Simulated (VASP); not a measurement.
Set up this calculation in VASP 6.6.1, as the native input.

- Task: single point
- Functional: PBE
- Potentials or basis: VASP PAW PBE potentials, release 64 (B, N)
- Cutoff: 520 eV
- k mesh: 12 × 12 × 4
- Occupations: gaussian, width 0.02 eV
- Spin: no spin polarisation
- Dipole correction: no
- Further INCAR settings: ALGO = Normal; EDIFF = 1e-06; NBANDS = 16

The structure of BN lies in POSCAR:

```
BN
1.0
    2.4224867743      0.0000000000      0.0000000000
   -1.2112433872      2.0751656224     -0.0199287027
    0.0000000000     -0.0612164280      6.5043287400
B N
2 2
Direct
    0.3838330817      0.7580582322      0.2589663910
    0.6257748496      0.2419417678      0.7410336090
    0.3255859505      0.6607798325      0.7561956409
    0.6648061181      0.3392201675      0.2438043591
```

This cell differs from its parent crystal: strained and its atoms moved.

The input as run:

INCAR

```
SYSTEM = BN
PREC = Accurate
ENCUT = 520
EDIFF = 1E-6
ISMEAR = 0
SIGMA = 0.02
LREAL = .False.
LASPH = .True.
NELM = 80
ALGO = Normal
ISIF = 2
LWAVE = .False.
LCHARG = .True.
GGA = PE
LELF = .True.
LVHAR = .True.
NBANDS = 16
```

KPOINTS

```
regular mesh
0
Gamma
  12 12 4
  0 0 0
```

Potentials or basis: VASP PAW PBE potentials, release 64 (B, N).

Launch:

```bash
$ cat potpaw_PBE.64/B/POTCAR potpaw_PBE.64/N/POTCAR > POTCAR
$ mpirun -np 1 vasp_std > vasp.out
```

Results of the run:

| Property | Result |
| --- | --- |
| Pressure | 57.5 GPa |
| Largest force | 13.619 eV/Å |
| Band gap on the k mesh | 2.64 eV (least direct gap 3.97 eV) |

Caveat: the cell differs from its parent crystal (strained and its atoms moved); the stress differs along the axes, from 3 to 141 GPa; this functional lacks dispersion, which binds layers or chains, so the pressure and a relaxed spacing across them are unreliable; forces of over 1 eV/Å act on the atoms, so gaps and moduli don't describe the material at rest.

Wall time 120 s on 1 thread of Intel Xeon 8259CL, on a shared host, peak memory 0.19 GiB.
